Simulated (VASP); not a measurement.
# Be4Si (P4/nmm) in VASP: single point with r2SCAN

Aim: the single point of Be4Si with r2SCAN.

All numbers are computed with VASP 6.6.1; they aren't measurements. Logs are shortened: lines on timing, memory, paths and dates and some standing lists are left out, and cuts for length are marked.

## 1. The cell of the first run

It takes space group P4/nmm (No. 129, tetragonal). The conventional cell has a = 3.606 Å, b = 3.606 Å, c = 7.547 Å, α = 90.00°, β = 90.00°, γ = 90.00°. Be (site symmetry -4m2) has 4 Si at 2.21 Å and 6 Be at 2.29 to 2.55 Å within 2.9 Å. Be (site symmetry 4mm) has 12 Be at 2.24 to 2.57 Å and 1 Si at 2.35 Å within 3.0 Å. Be (site symmetry 2mm) has 2 Si at 2.07 Å and 9 Be at 2.24 to 2.55 Å within 2.7 Å. Within 2.7 Å of Si (site symmetry 4mm) lie 9 Be at 2.07 to 2.35 Å.

## 2. Single point, r2SCAN

File POSCAR:

```
Be4Si
1.0
    3.6064830000      0.0000000000      0.0000000000
    0.0000000000      3.6064830000      0.0000000000
    0.0000000000      0.0000000000      7.5469590000
Be Si
8 2
Direct
    0.0000000000      0.0000000000      0.0000000000
    0.5000000000      0.5000000000      0.0000000000
    0.0000000000      0.5000000000      0.4810000000
    0.5000000000      0.0000000000      0.5190000000
    0.0000000000      0.0000000000      0.3040000000
    0.5000000000      0.5000000000      0.3040000000
    0.5000000000      0.5000000000      0.6960000000
    0.0000000000      0.0000000000      0.6960000000
    0.0000000000      0.5000000000      0.1690000000
    0.5000000000      0.0000000000      0.8310000000
```

File INCAR.step1:

```
PREC = Accurate
ENCUT = 520
ISMEAR = -5
SIGMA = 0.1
LREAL = F
LASPH = T
NELM = 100
NBANDS = 23
GGA = PE
ALGO = Normal
EDIFF = 1E-4
LWAVE = T
LCHARG = F
```

File INCAR.step2:

```
PREC = Accurate
ENCUT = 520
EDIFF = 1E-6
ISMEAR = -5
SIGMA = 0.1
LREAL = F
LASPH = T
NELM = 100
ALGO = Normal
ISIF = 2
LWAVE = F
LCHARG = F
METAGGA = R2SCAN
LMIXTAU = T
NBANDS = 23
ISTART = 1
```

File KPOINTS:

```
Automatic mesh
0
Gamma
  7 7 4
```

Potentials or basis: VASP PAW PBE potentials, release 64 (Be, Si).

On the command line:

```console
$ cat potpaw_PBE.64/Be/POTCAR potpaw_PBE.64/Si/POTCAR > POTCAR
$ cp INCAR.step1 INCAR
$ mpirun -np 1 vasp_std > vasp.out
$ cp INCAR.step2 INCAR
$ mpirun -np 1 vasp_std > vasp.out
```

OUTCAR:

```text
PREC = Accurate
   ENCUT = 520
   EDIFF = 1E-6
   ISMEAR = -5
   LREAL = F
   LASPH = T
   NELM = 100
   ISIF = 2
   METAGGA = R2SCAN
   ISTART = 1

 ion  position               nearest neighbor table
   1  0.000  0.000  0.000-   9 2.21  10 2.21   9 2.21  10 2.21   5 2.29   8 2.29
   2  0.500  0.500  0.000-   9 2.21  10 2.21  10 2.21   9 2.21   6 2.29   7 2.29
   3  0.000  0.500  0.481-   5 2.24   6 2.24   5 2.24   6 2.24   9 2.35
   4  0.500  0.000  0.519-   7 2.24   8 2.24   7 2.24   8 2.24  10 2.35
   5  0.000  0.000  0.304-   9 2.07   9 2.07   3 2.24   3 2.24   1 2.29
   6  0.500  0.500  0.304-   9 2.07   9 2.07   3 2.24   3 2.24   2 2.29
   7  0.500  0.500  0.696-  10 2.07  10 2.07   4 2.24   4 2.24   2 2.29
   8  0.000  0.000  0.696-  10 2.07  10 2.07   4 2.24   4 2.24   1 2.29
   9  0.000  0.500  0.169-   5 2.07   6 2.07   5 2.07   6 2.07   1 2.21   1 2.21   2 2.21   2 2.21
                             3 2.35
  10  0.500  0.000  0.831-   7 2.07   8 2.07   7 2.07   8 2.07   2 2.21   1 2.21   1 2.21   2 2.21
                             4 2.35

  LATTYP: Found a simple tetragonal cell.
 ALAT       =     3.6064830000
 C/A-ratio  =     2.0926090599

  Lattice vectors:

 A1 = (   3.6064830000,   0.0000000000,   0.0000000000)
 A2 = (   0.0000000000,   3.6064830000,   0.0000000000)
 A3 = (   0.0000000000,   0.0000000000,   7.5469590000)

Analysis of symmetry for initial positions (statically):
=====================================================================
 Subroutine PRICEL returns:
 Original cell was already a primitive cell.

 Routine SETGRP: Setting up the symmetry group for a
 simple tetragonal supercell.

 Subroutine GETGRP returns: Found 16 space group operations
 (whereof  8 operations were pure point group operations)
 out of a pool of 16 trial point group operations.

The static configuration has the point symmetry D_2d.
 The point group associated with its full space group is D_4h.

Analysis of symmetry for dynamics (positions and initial velocities):
=====================================================================
 Subroutine PRICEL returns:
 Original cell was already a primitive cell.

 Routine SETGRP: Setting up the symmetry group for a
 simple tetragonal supercell.

 Subroutine GETGRP returns: Found 16 space group operations
 (whereof  8 operations were pure point group operations)
 out of a pool of 16 trial point group operations.

The dynamic configuration has the point symmetry D_2d.
 The point group associated with its full space group is D_4h.

 Subroutine INISYM returns: Found 16 space group operations
 (whereof  8 operations are pure point group operations),
 and found     1 'primitive' translations

----------------------------------------------------------------------------------------

                                     Primitive cell

  volume of cell :      98.1612

  direct lattice vectors                    reciprocal lattice vectors
     3.606483000  0.000000000  0.000000000     0.277278446  0.000000000  0.000000000
     0.000000000  3.606483000  0.000000000     0.000000000  0.277278446  0.000000000
     0.000000000  0.000000000  7.546959000     0.000000000  0.000000000  0.132503701

  length of vectors
     3.606483000  3.606483000  7.546959000     0.277278446  0.277278446  0.132503701

  position of ions in fractional coordinates (direct lattice)
     0.000000000  0.000000000  0.000000000
     0.500000000  0.500000000  0.000000000
     0.000000000  0.500000000  0.481000000
     0.500000000  0.000000000  0.519000000
     0.000000000  0.000000000  0.304000000
     0.500000000  0.500000000  0.304000000
     0.500000000  0.500000000  0.696000000
     0.000000000  0.000000000  0.696000000
     0.000000000  0.500000000  0.169000000
     0.500000000  0.000000000  0.831000000

  ion indices of the primitive-cell ions
   primitive index   ion index
                 1           1
                 2           2
                 3           3
                 4           4
                 5           5
                 6           6
                 7           7
                 8           8
                 9           9
                10          10

----------------------------------------------------------------------------------------

 KPOINTS: Automatic mesh

Automatic generation of k-mesh.
 Grid dimensions read from file:
 generate k-points for:    7    7    4

 Generating k-lattice:

  Cartesian coordinates                     Fractional coordinates (reciprocal lattice)
     0.039611207  0.000000000  0.000000000     0.142857143  0.000000000  0.000000000
     0.000000000  0.039611207  0.000000000     0.000000000  0.142857143  0.000000000
     0.000000000  0.000000000  0.033125925     0.000000000  0.000000000  0.250000000

  Length of vectors
     0.039611207  0.039611207  0.033125925

  Shift w.r.t. Gamma in fractional coordinates (k-lattice)
     0.000000000  0.000000000  0.000000000

 TETIRR: Found    290 inequivalent tetrahedra from     1176

 Subroutine IBZKPT returns following result:
 ===========================================

 Found     30 irreducible k-points:

 Following reciprocal coordinates:
            Coordinates               Weight
  0.000000  0.000000  0.000000      1.000000
  0.142857  0.000000  0.000000      4.000000
  0.285714  0.000000  0.000000      4.000000
  0.428571  0.000000  0.000000      4.000000
  0.142857  0.142857  0.000000      4.000000
  0.285714  0.142857  0.000000      8.000000
[... 16 lines left out ...]
  0.285714  0.000000  0.500000      4.000000
  0.428571  0.000000  0.500000      4.000000
 [... further k-points ...]
   k-points           NKPTS =     30   k-points in BZ     NKDIM =     30   number of bands    NBANDS=     23
   number of dos      NEDOS =    301   number of ions     NIONS =     10
   total plane-waves  NPLWV =  43904
   dimension x,y,z NGX =    28 NGY =   28 NGZ =   56
   dimension x,y,z NGXF=    56 NGYF=   56 NGZF=  112
   ions per type =               8   2
   NGX,Y,Z   is equivalent  to a cutoff of  12.91, 12.91, 12.34 a.u.
   NGXF,Y,Z  is equivalent  to a cutoff of  25.81, 25.81, 24.67 a.u.
 SYSTEM =  unknown system
   PREC   = accura    normal or accurate (medium, high low for compatibility)
   ISTART =      1    job   : 0-new  1-cont  2-samecut
   ICHARG =      0    charge: 1-file 2-atom 10-const
   ISPIN  =      1    spin polarized calculation?
   LNONCOLLINEAR =      F non collinear calculations
   LSORBIT =      F    spin-orbit coupling
   LASPH  =      T    aspherical Exc in radial PAW
   ENCUT  =  520.0 eV  38.22 Ry    6.18 a.u.   6.71  6.71 14.03*2*pi/ulx,y,z
   NELM   =    100;   NELMIN=  2; NELMDL=  0     # of ELM steps
   EDIFF  = 0.1E-05   stopping-criterion for ELM
   LREAL  =      F    real-space projection
   EDIFFG = 0.1E-04   stopping-criterion for IOM
   NSW    =      0    number of steps for IOM
   IBRION =     -1    ionic relax: 0-MD 1-quasi-New 2-CG
   NFREE  =      0    steps in history (QN), initial steepest desc. (CG)
   ISIF   =      2    stress and relaxation
   ISYM   =      2    0-nonsym 1-usesym 2-fastsym
   POTIM  = 0.5000    time-step for ionic-motion
   TEBEG  =    0.0;   TEEND  =   0.0 temperature during run
   PSTRESS=    0.0 pullay stress
   NELECT =      24.0000    total number of electrons
   NUPDOWN=      -1.0000    fix difference up-down
   EMIN   =  10.00;   EMAX   =-10.00  energy-range for DOS
   EFERMI =   0.00;   METHOD = LEGACY
   ISMEAR =    -5;   SIGMA  =   0.10  broadening in eV -4-tet -1-fermi 0-gaus
   EFERMI_NEDOS =   21; number of points for ismear=-14 and -15
   IALGO  =     38    algorithm
   IMIX   =      4    mixing-type and parameters
     AMIX     =   0.40;   BMIX     =  1.00
     AMIX_MAG =   1.60;   BMIX_MAG =  1.00
  volume/ion in A,a.u.               =       9.82        66.24
  Fermi-wavevector in a.u.,A,eV,Ry     =   1.023683  1.934480 14.257900  1.047926
  Thomas-Fermi vector in A             =   2.157429
   LORBIT       =      0    0 simple, 1 ext, 2 COOP (PROOUT), +10 PAW based schemes
   METAGGA = R2SCAN    functional components
   LHFCALC =     F    Hartree Fock is set to
   AEXX    =    0.0000 exact exchange contribution
   IVDW    =     0    specifies the selected vdW correction
   LEPSILON=     F    determine dielectric tensor
   LRPA    =     F    only Hartree local field effects (RPA)
 non-spin polarized calculation
 Fermi weights with tetrahedron method with Bloechl corrections
  energy-cutoff  :      520.00
  volume of cell :       98.16
 maximum number of plane-waves:      2660
 NGX is ok and might be reduce to    28
   NGX = 13   NGY = 13   NGZ = 29

 number of electron      23.9999999 magnetization

 Free energy of the ion-electron system (eV)
  ---------------------------------------------------
  ext. energy  EPLUGINS =         0.00000000
  ---------------------------------------------------
  free energy    TOTEN  =       -47.64679666 eV

  energy without entropy =      -47.64679666  energy(sigma->0) =      -47.64679666

 E-fermi :   7.8813     XC(G=0): -11.0093

 val. band max:        8.0979397512   @ k =   0.4286   0.0000   0.5000
 cond. band min:       7.7016082958   @ k =   0.2857   0.0000   0.0000
 fundamental gap:     -0.3963314554
 Fermi energy:         7.8812803244

 k-point     1 :       0.0000    0.0000    0.0000
  band No.  band energies     occupation
      1      -6.0462      2.00000
      2      -4.4294      2.00000
      3      -2.4334      2.00000
      4       2.6074      2.00000
      5       2.6398      2.00000
      6       2.6398      2.00000
[... 15 lines left out ...]
     22      14.3446      0.00000
     23      14.3446      0.00000

 k-point     2 :       0.1429    0.0000    0.0000
  band No.  band energies     occupation
      1      -5.8606      2.00000
      2      -4.2824      2.00000
      3      -2.2412      2.00000
      4       1.5554      2.00000
      5       2.6674      2.00000
      6       2.8424      2.00000
[... 15 lines left out ...]
     22      13.0699      0.00000
     23      13.6310      0.00000

 k-point     3 :       0.2857    0.0000    0.0000
  band No.  band energies     occupation
      1      -5.3212      2.00000
      2      -3.9284      2.00000
      3      -1.6662      2.00000
      4      -0.0924      2.00000
      5       1.1949      2.00000
      6       2.0863      2.00000
[... 15 lines left out ...]
     22      13.0853      0.00000
     23      13.7092      0.00000

 k-point     4 :       0.4286    0.0000    0.0000
  band No.  band energies     occupation
      1      -4.5184      2.00000
      2      -3.8404      2.00000
      3      -0.9261      2.00000
      4      -0.7282      2.00000
      5      -0.2592      2.00000
      6       0.6018      2.00000
[... 15 lines left out ...]
     22      14.4779      0.00000
     23      14.9686      0.00000

 k-point     5 :       0.1429    0.1429    0.0000
  band No.  band energies     occupation
      1      -5.6760      2.00000
      2      -4.1372      2.00000
      3      -2.0500      2.00000
      4       1.6701      2.00000
      5       1.8444      2.00000
      6       2.7180      2.00000
[... 434 lines left out ...]
 k-point    22 :       0.1429    0.0000    0.5000
  band No.  band energies     occupation
      1      -5.6588      2.00000
      2      -4.8545      2.00000
      3      -0.6920      2.00000
      4       0.0032      2.00000
      5       1.9591      2.00000
      6       2.4472      2.00000
[... 15 lines left out ...]
     22      13.1369      0.00000
     23      14.4711      0.00000

 k-point    23 :       0.2857    0.0000    0.5000
  band No.  band energies     occupation
      1      -5.1265      2.00000
      2      -4.4073      2.00000
      3      -0.6719      2.00000
      4      -0.0793      2.00000
      5       0.7500      2.00000
      6       1.2633      2.00000
[... 15 lines left out ...]
     22      13.2679      0.00000
     23      13.8559      0.00000

 k-point    24 :       0.4286    0.0000    0.5000
  band No.  band energies     occupation
      1      -4.3747      2.00000
      2      -3.9888      2.00000
      3      -1.4596      2.00000
      4      -1.1223      2.00000
      5       1.3359      2.00000
      6       1.6672      2.00000
[... 15 lines left out ...]
     22      13.4256      0.00000
     23      13.6228      0.00000

 [... further k-points ...]

------------------------ aborting loop because EDIFF is reached ----------------------------------------

  FORCE on cell =-STRESS in cart. coord.  units (eV):
  Direction    XX          YY          ZZ          XY          YZ          ZX
  --------------------------------------------------------------------------------------
  -------------------------------------------------------------------------------------
  Total        8.1872564      8.1872564      5.1577299      0.0000000      0.0000000      0.0000000
  in kB      133.6316117    133.6316117     84.1839710      0.0000000      0.0000000      0.0000000
  external PRESSURE =     117.1490648 kB  Pullay stress =       0.0000000 kB

 VOLUME and BASIS-vectors are now :
 -----------------------------------------------------------------------------
  energy-cutoff  :      520.00
  volume of cell :       98.16
      direct lattice vectors                 reciprocal lattice vectors
     3.606483000  0.000000000  0.000000000     0.277278446  0.000000000  0.000000000
     0.000000000  3.606483000  0.000000000     0.000000000  0.277278446  0.000000000
     0.000000000  0.000000000  7.546959000     0.000000000  0.000000000  0.132503701

 POSITION                                       TOTAL-FORCE (eV/Angst)
 -----------------------------------------------------------------------------------
      0.00000      0.00000      0.00000        -0.000000     -0.000000      0.000000
      1.80324      1.80324      0.00000         0.000000     -0.000000      0.000000
      0.00000      1.80324      3.63009        -0.000000     -0.000000      0.797029
      1.80324      0.00000      3.91687         0.000000     -0.000000     -0.797029
      0.00000      0.00000      2.29428        -0.000000     -0.000000      2.153347
      1.80324      1.80324      2.29428        -0.000000     -0.000000      2.153347
      1.80324      1.80324      5.25268        -0.000000      0.000000     -2.153347
      0.00000      0.00000      5.25268        -0.000000      0.000000     -2.153347
      0.00000      1.80324      1.27544         0.000000     -0.000000     -2.088937
      1.80324      0.00000      6.27152        -0.000000     -0.000000      2.088937
 -----------------------------------------------------------------------------------
    total drift:                               -0.000000     -0.000000      0.000000

  FREE ENERGIE OF THE ION-ELECTRON SYSTEM (eV)
  ---------------------------------------------------
  free  energy   TOTEN  =       -47.6467966641 eV

  energy  without entropy=      -47.6467966641  energy(sigma->0) =      -47.64679666
```

It took 3.3 min on 1 thread of AMD EPYC 7R13 (Zen 3), shared host; peak memory 0.2 GiB.

What came out:

```yaml
Free_energy: -47.6468 eV
Pressure: 11.7 GPa
Largest_force: 2.153 eV/Å
Band_gap_on_the_k_mesh: zero (band 12 reaches 8.45 eV, above the bottom of band 13 at 7.27 eV)
```

Forces in eV/Å, atoms in the order of the input:
```
Be   0.000  0.000  0.000
Be   0.000  0.000  0.000
Be   0.000  0.000  0.797
Be   0.000  0.000 -0.797
Be   0.000  0.000  2.153
Be   0.000  0.000  2.153
Be   0.000  0.000 -2.153
Be   0.000  0.000 -2.153
Si   0.000  0.000 -2.089
Si   0.000  0.000  2.089
```

Stress tensor (GPa, compression positive):
```
13.36  0.00  0.00
 0.00 13.36  0.00
 0.00  0.00  8.42
```

Caveat: the PAW data sets were made with another functional, which shifts forces and pressure a little; tetrahedron occupations give inexact forces and stress in metals.
